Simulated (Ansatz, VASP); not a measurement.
**YSb: VASP beside Ansatz**

```
Y Sb
1.0
     4.37699    0.00000    0.00000
     2.18850    3.79059    0.00000
     0.00000    0.00000   21.36070
Y Sb
2 2
Direct
  0.66667 0.66667 0.45817
  0.00000 0.00000 0.62548
  0.00000 0.00000 0.37452
  0.33333 0.33333 0.54183
```

Alike in both runs: task single point; functional PBEsol; k mesh 5 × 5 × 1; occupations fermi-dirac, width 0.1 eV; no spin polarisation.

|  | VASP | Ansatz |
| --- | --- | --- |
| version | VASP 6.6.1 | Ansatz 0.2.0 |
| potentials or method | VASP PAW PBE potentials, release 64 (Y_sv, Sb), cutoff 520 eV | plane waves, PAW |
| valence electrons in the cell | 32 | 52 |

|  | VASP | Ansatz | Ansatz less VASP |
| --- | --- | --- | --- |
| gap on the k mesh at the Fermi level (eV) | none | none | - |
| rms of the force components (eV/Å) | 0.343 | 0.348 | +0.0053 |

VASP's potentials were made for PBE, not for PBEsol. A gap of «none» marks a metal or a gap that the smearing closes. With one functional, cell and mesh, what is left measures potentials, basis and numerics. VASP's potentials hold 32 valence electrons a cell and Ansatz's 52, so a difference there can come from the potentials and not from the codes. Ansatz's warnings: force scf threshold loose, xc potential rough in thin density.

Neither program's run includes spin-orbit coupling.
